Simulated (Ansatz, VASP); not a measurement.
# LiCl: VASP beside Ansatz

```
Li Cl
1.0
     4.09236    0.07850    0.03870
    -1.97820    3.50045   -0.04590
     0.06268   -0.04965    6.76078
Li Cl
2 2
Cartesian
  2.0482 1.0806 6.0242
  0.1318 2.3163 2.5587
  2.2394 1.2281 3.4211
  -0.0187 2.3964 6.5738
```

Change from the starting cell: all atoms moved at random, cell strained at random.

Alike in both runs: task single point; functional PBE; k mesh 9 × 9 × 4; occupations gaussian, width 0.02 eV; no spin polarisation.

|  | VASP | Ansatz |
| --- | --- | --- |
| version | VASP 6.6.1 | Ansatz 0.2.0 |
| potentials or method | VASP PAW PBE potentials, release 64 (Li_sv, Cl), cutoff 520 eV | scalar-relativistic, plane waves, PAW |
| valence electrons in the cell | 20 | 20 |

```tsv
	VASP	Ansatz	Ansatz less VASP
gap on the k mesh at the Fermi level (eV)	5.33	5.32	-0.006
least direct gap on the mesh (eV)	5.33	5.32	-0.006
rms of the force components (eV/Å)	0.224	0.223	-0.0008
```

Atom by atom the forces differ by 0.001 eV/Å (rms over components).

Noted on VASP's run: the cutoff is under 1.25 times that of the potentials, so the pressure is a little rough.
